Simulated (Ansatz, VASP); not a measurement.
## HfMoC2: VASP beside Ansatz

```
Hf Mo C
1.0
     3.19142    0.00000    0.00000
     0.00000    3.19142    0.00000
     0.00000    0.00000    4.48516
Hf Mo C
1 1 2
Direct
  0.00000 0.00000 0.00000
  0.50000 0.50000 0.50000
  0.50000 0.50000 0.00000
  0.00000 0.00000 0.50000
```

Alike in both runs: functional r2SCAN; k mesh 8 × 8 × 6; occupations fermi-dirac, width 0.05 eV; no spin polarisation; Hubbard terms Hf d U = 2.0 eV, Mo d U = 2.0 eV.

```csv
,VASP,Ansatz
version,VASP 6.6.1,Ansatz 0.2.0
potentials or method,"VASP PAW PBE potentials, release 64 (Hf_pv, Mo_sv, C)",Ansatz PAW
plane-wave cutoff (eV),520,500
valence electrons in the cell,32,48
task,single point,projected density of states
```

|  | VASP | Ansatz | Ansatz less VASP |
| --- | --- | --- | --- |
| gap on the k mesh at the Fermi level (eV) | none | none | - |
| pressure (GPa) | 2.4 | -1.0 | -3.47 |
| traceless stress, the component that is largest in VASP (GPa) | -2.70 | -2.56 | +0.137 |

VASP's potentials were made for PBE, not for r2SCAN. The programs project onto different local orbitals, so the same U acts differently, and such runs can settle in different states. A gap of «none» marks a metal or a gap that the smearing closes. VASP's potentials hold 32 valence electrons a cell and Ansatz's 48, so a difference there can come from the potentials and not from the codes.

Neither program's run includes spin-orbit coupling.
